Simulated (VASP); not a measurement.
# W (Fm-3m) in VASP: further runs

Aim: see how the results for W move with the level of theory and the settings. Levels: LDA, revPBE. Tasks: electric field gradients.

All numbers are computed with VASP 6.6.1; they aren't measurements. Logs are shortened: lines on timing, memory, paths and dates and some standing lists are left out, and cuts for length are marked.

## (1) The cell of the first run

Symmetry: Fm-3m, No. 225, cubic system. Conventional cell: a = 4.060 Å, b = 4.060 Å, c = 4.060 Å, α = 90.00°, β = 90.00°, γ = 90.00°. Within 3.8 Å of W (site symmetry m-3m) lie 12 W at 2.87 Å.

## (2) Electric field gradients, LDA

Contents of INCAR:

```
ALGO = Normal
EDIFF = 1E-8
ENCUT = 520
ISIF = 2
ISMEAR = -1
LASPH = T
LCHARG = F
LEFG = T
LREAL = F
LWAVE = F
NBANDS = 13
NELM = 100
PREC = Accurate
SIGMA = 0.05
```

Contents of KPOINTS:

```
k-points
0
Gamma
  14 14 14
```

Contents of POSCAR:

```
W
1.0
    0.0000000000      2.0300000000      2.0300000000
    2.0300000000      0.0000000000      2.0300000000
    2.0300000000      2.0300000000      0.0000000000
W
1
Direct
    0.0000000000      0.0000000000      0.0000000000
```

Potentials or basis: VASP PAW LDA potentials, release 64 (W_sv).

Command:

```console
> cat potpaw_LDA.64/W_sv/POTCAR > POTCAR
> mpirun -np 1 vasp_std > vasp.out
```

OUTCAR:

```text
EDIFF = 1E-8
   ENCUT = 520
   ISIF = 2
   ISMEAR = -1
   LASPH = T
   LREAL = F
   NELM = 100
   PREC = Accurate

 ion  position               nearest neighbor table
   1  0.000  0.000  0.000-

  LATTYP: Found a face centered cubic cell.
 ALAT       =     4.0600000000

  Lattice vectors:

 A1 = (   0.0000000000,   2.0300000000,   2.0300000000)
 A2 = (   2.0300000000,   0.0000000000,   2.0300000000)
 A3 = (   2.0300000000,   2.0300000000,   0.0000000000)

Analysis of symmetry for initial positions (statically):
=====================================================================
 Subroutine PRICEL returns:
 Original cell was already a primitive cell.

 Routine SETGRP: Setting up the symmetry group for a
 face centered cubic supercell.

 Subroutine GETGRP returns: Found 48 space group operations
 (whereof 48 operations were pure point group operations)
 out of a pool of 48 trial point group operations.

The static configuration has the point symmetry O_h .

Analysis of symmetry for dynamics (positions and initial velocities):
=====================================================================
 Subroutine PRICEL returns:
 Original cell was already a primitive cell.

 Routine SETGRP: Setting up the symmetry group for a
 face centered cubic supercell.

 Subroutine GETGRP returns: Found 48 space group operations
 (whereof 48 operations were pure point group operations)
 out of a pool of 48 trial point group operations.

The dynamic configuration has the point symmetry O_h .

 Subroutine INISYM returns: Found 48 space group operations
 (whereof 48 operations are pure point group operations),
 and found     1 'primitive' translations

----------------------------------------------------------------------------------------

                                     Primitive cell

  volume of cell :      16.7309

  direct lattice vectors                    reciprocal lattice vectors
     0.000000000  2.030000000  2.030000000    -0.246305419  0.246305419  0.246305419
     2.030000000  0.000000000  2.030000000     0.246305419 -0.246305419  0.246305419
     2.030000000  2.030000000  0.000000000     0.246305419  0.246305419 -0.246305419

  length of vectors
     2.870853532  2.870853532  2.870853532     0.426613499  0.426613499  0.426613499

  position of ions in fractional coordinates (direct lattice)
     0.000000000  0.000000000  0.000000000

  ion indices of the primitive-cell ions
   primitive index   ion index
                 1           1

----------------------------------------------------------------------------------------

 KPOINTS: k-points

Automatic generation of k-mesh.
 Grid dimensions read from file:
 generate k-points for:   14   14   14

 Generating k-lattice:

  Cartesian coordinates                     Fractional coordinates (reciprocal lattice)
    -0.017593244  0.017593244  0.017593244     0.071428571  0.000000000  0.000000000
     0.017593244 -0.017593244  0.017593244     0.000000000  0.071428571  0.000000000
     0.017593244  0.017593244 -0.017593244     0.000000000  0.000000000  0.071428571

  Length of vectors
     0.030472393  0.030472393  0.030472393

  Shift w.r.t. Gamma in fractional coordinates (k-lattice)
     0.000000000  0.000000000  0.000000000

 Subroutine IBZKPT returns following result:
 ===========================================

 Found    104 irreducible k-points:

 Following reciprocal coordinates:
            Coordinates               Weight
  0.000000  0.000000  0.000000      1.000000
  0.071429  0.000000  0.000000      8.000000
  0.142857  0.000000  0.000000      8.000000
  0.214286  0.000000  0.000000      8.000000
  0.285714  0.000000  0.000000      8.000000
  0.357143  0.000000  0.000000      8.000000
[... 16 lines left out ...]
  0.214286  0.142857  0.000000     24.000000
  0.285714  0.142857  0.000000     24.000000
 [... further k-points ...]
   k-points           NKPTS =    104   k-points in BZ     NKDIM =    104   number of bands    NBANDS=     13
   number of dos      NEDOS =    301   number of ions     NIONS =      1
   total plane-waves  NPLWV =  13824
   dimension x,y,z NGX =    24 NGY =   24 NGZ =   24
   dimension x,y,z NGXF=    48 NGYF=   48 NGZF=   48
   ions per type =               1
   NGX,Y,Z   is equivalent  to a cutoff of  13.90, 13.90, 13.90 a.u.
   NGXF,Y,Z  is equivalent  to a cutoff of  27.80, 27.80, 27.80 a.u.
 SYSTEM =  unknown system
   PREC   = accura    normal or accurate (medium, high low for compatibility)
   ISTART =      0    job   : 0-new  1-cont  2-samecut
   ICHARG =      2    charge: 1-file 2-atom 10-const
   ISPIN  =      1    spin polarized calculation?
   LNONCOLLINEAR =      F non collinear calculations
   LSORBIT =      F    spin-orbit coupling
   LASPH  =      T    aspherical Exc in radial PAW
   ENCUT  =  520.0 eV  38.22 Ry    6.18 a.u.   5.34  5.34  5.34*2*pi/ulx,y,z
   NELM   =    100;   NELMIN=  2; NELMDL= -5     # of ELM steps
   EDIFF  = 0.1E-07   stopping-criterion for ELM
   LREAL  =      F    real-space projection
   EDIFFG = 0.1E-06   stopping-criterion for IOM
   NSW    =      0    number of steps for IOM
   IBRION =     -1    ionic relax: 0-MD 1-quasi-New 2-CG
   NFREE  =      0    steps in history (QN), initial steepest desc. (CG)
   ISIF   =      2    stress and relaxation
   ISYM   =      2    0-nonsym 1-usesym 2-fastsym
   POTIM  = 0.5000    time-step for ionic-motion
   TEBEG  =    0.0;   TEEND  =   0.0 temperature during run
   PSTRESS=    0.0 pullay stress
   NELECT =      14.0000    total number of electrons
   NUPDOWN=      -1.0000    fix difference up-down
   EMIN   =  10.00;   EMAX   =-10.00  energy-range for DOS
   EFERMI =   0.00;   METHOD = LEGACY
   ISMEAR =    -1;   SIGMA  =   0.05  broadening in eV -4-tet -1-fermi 0-gaus
   EFERMI_NEDOS =   21; number of points for ismear=-14 and -15
   IALGO  =     38    algorithm
   IMIX   =      4    mixing-type and parameters
     AMIX     =   0.40;   BMIX     =  1.00
     AMIX_MAG =   1.60;   BMIX_MAG =  1.00
  volume/ion in A,a.u.               =      16.73       112.91
  Fermi-wavevector in a.u.,A,eV,Ry     =   1.542688  2.915258 32.380324  2.379887
  Thomas-Fermi vector in A             =   2.648457
   LORBIT       =      0    0 simple, 1 ext, 2 COOP (PROOUT), +10 PAW based schemes
   GGA     = CA    functional components
   LHFCALC =     F    Hartree Fock is set to
   AEXX    =    0.0000 exact exchange contribution
   IVDW    =     0    specifies the selected vdW correction
   LEPSILON=     F    determine dielectric tensor
   LRPA    =     F    only Hartree local field effects (RPA)
 non-spin polarized calculation
  energy-cutoff  :      520.00
  volume of cell :       16.73
 maximum number of plane-waves:       464
 NGX is ok and might be reduce to    24
   NGX = 11   NGY = 11   NGZ = 11

 number of electron      14.0000002 magnetization

 Free energy of the ion-electron system (eV)
  ---------------------------------------------------
  ext. energy  EPLUGINS =         0.00000000
  ---------------------------------------------------
  free energy    TOTEN  =       -13.56599224 eV

  energy without entropy =      -13.55554346  energy(sigma->0) =      -13.56076785

 E-fermi :  10.0590     XC(G=0): -13.5191

 val. band max:       10.0567470339   @ k =  -0.1429   0.0714   0.0000
 cond. band min:      10.0845219099   @ k =   0.2143   0.1429   0.0714
 fundamental gap:      0.0277748760
 Fermi energy:        10.0590449779

 k-point     1 :       0.0000    0.0000    0.0000
  band No.  band energies     occupation
      1     -63.1772      2.00000
      2     -27.0780      2.00000
      3     -27.0780      2.00000
      4     -27.0780      2.00000
      5       1.2855      2.00000
      6       9.5246      1.99995
      7       9.5246      1.99995
      8       9.5246      1.99995
      9      12.5270      0.00000
     10      12.5270      0.00000
     11      22.9408      0.00000
     12      27.9953      0.00000
     13      27.9953      0.00000

 k-point     2 :       0.0714    0.0000    0.0000
  band No.  band energies     occupation
      1     -63.1722      2.00000
      2     -27.1357      2.00000
      3     -27.0854      2.00000
      4     -27.0854      2.00000
      5       1.5049      2.00000
      6       9.3612      2.00000
      7       9.6261      1.99965
      8       9.6261      1.99965
      9      12.4375      0.00000
     10      12.4375      0.00000
     11      23.3753      0.00000
[... 339 lines left out ...]
 k-point    24 :       0.2857    0.1429    0.0000
  band No.  band energies     occupation
      1     -63.1176      2.00000
      2     -27.6342      2.00000
      3     -27.2290      2.00000
      4     -27.2177      2.00000
      5       3.9673      2.00000
      6       7.8585      2.00000
      7       9.7159      1.99791
      8      10.6565      0.00001
      9      11.9957      0.00000
     10      13.5620      0.00000
     11      24.6418      0.00000
     12      27.5448      0.00000
     13      29.6835      0.00000

 [... further k-points ...]
[... 5 lines left out ...]
  --------------------------------------------------------------------------------------
  -------------------------------------------------------------------------------------
  Total       -1.7075261     -1.7075261     -1.7075261     -0.0000000      0.0000000      0.0000000
  in kB     -163.5158374   -163.5158374   -163.5158374     -0.0000000      0.0000000      0.0000000
  external PRESSURE =    -163.5158374 kB  Pullay stress =       0.0000000 kB

 VOLUME and BASIS-vectors are now :
 -----------------------------------------------------------------------------
  energy-cutoff  :      520.00
  volume of cell :       16.73
      direct lattice vectors                 reciprocal lattice vectors
     0.000000000  2.030000000  2.030000000    -0.246305419  0.246305419  0.246305419
     2.030000000  0.000000000  2.030000000     0.246305419 -0.246305419  0.246305419
     2.030000000  2.030000000  0.000000000     0.246305419  0.246305419 -0.246305419

 POSITION                                       TOTAL-FORCE (eV/Angst)
 -----------------------------------------------------------------------------------
      0.00000      0.00000      0.00000         0.000000      0.000000      0.000000
 -----------------------------------------------------------------------------------
    total drift:                               -0.000000      0.000000      0.000000

  FREE ENERGIE OF THE ION-ELECTRON SYSTEM (eV)
  ---------------------------------------------------
  free  energy   TOTEN  =       -13.5659922419 eV

  energy  without entropy=      -13.5555434618  energy(sigma->0) =      -13.56076785

 Electric field gradients (V/A^2)
---------------------------------------------------------------------
 ion       V_xx      V_yy      V_zz      V_xy      V_xz      V_yz
---------------------------------------------------------------------
   1       0.000    -0.000     0.000    -0.000    -0.000    -0.000
---------------------------------------------------------------------

 Electric field gradients after diagonalization (V/A^2)
 (convention: |V_zz| > |V_xx| > |V_yy|)
----------------------------------------------------------------------
 ion       V_xx      V_yy      V_zz     asymmetry (V_yy - V_xx)/ V_zz
----------------------------------------------------------------------
   1       0.000     0.000    -0.001       0.000
----------------------------------------------------------------------

           NMR quadrupolar parameters

 Cq : quadrupolar parameter    Cq=e*Q*V_zz/h
 eta: asymmetry parameters     (V_yy - V_xx)/ V_zz
 Q  : nuclear electric quadrupole moment in mb (millibarn)
----------------------------------------------------------------------
 ion       Cq(MHz)       eta       Q (mb)
----------------------------------------------------------------------
   1      -0.000       0.000       1.000
----------------------------------------------------------------------
```

It used 8.7 s of CPU time on 1 thread of Intel(R) Xeon(R) Platinum 8488C (Sapphire Rapids), on a shared host.

What came out:

```yaml
Free_energy: -13.5660 eV
Pressure: -16.4 GPa
Band_gap_on_the_k_mesh: zero (band 7 reaches 13.17 eV, above the bottom of band 8 at 9.52 eV)
```

Levels at points of the mesh, in eV from the Fermi level:
| k point | band 3 | band 4 | band 5 | band 6 | band 7 | band 8 | band 9 | band 10 | band 11 | band 12 |
| --- | --- | --- | --- | --- | --- | --- | --- | --- | --- | --- |
| (0.00, 0.00, 0.00) | -37.14 | -37.14 | -8.77 | -0.53 | -0.53 | -0.53 | 2.47 | 2.47 | 12.88 | 17.94 |
| (0.50, 0.00, 0.00) | -37.28 | -37.28 | -5.44 | -0.76 | -0.76 | 0.76 | 4.90 | 4.90 | 10.03 | 12.51 |
| (0.50, 0.50, 0.00) | -37.53 | -37.53 | -5.32 | -4.37 | 3.11 | 4.84 | 5.62 | 5.62 | 11.67 | 11.67 |

Caveat: without QUAD_EFG the Cq values of the log hold for a quadrupole moment of 1 mb, not for the nuclei; spin-orbit coupling is left out, which moves the levels of the heavy elements.

(Continued in part 2 of 2.)
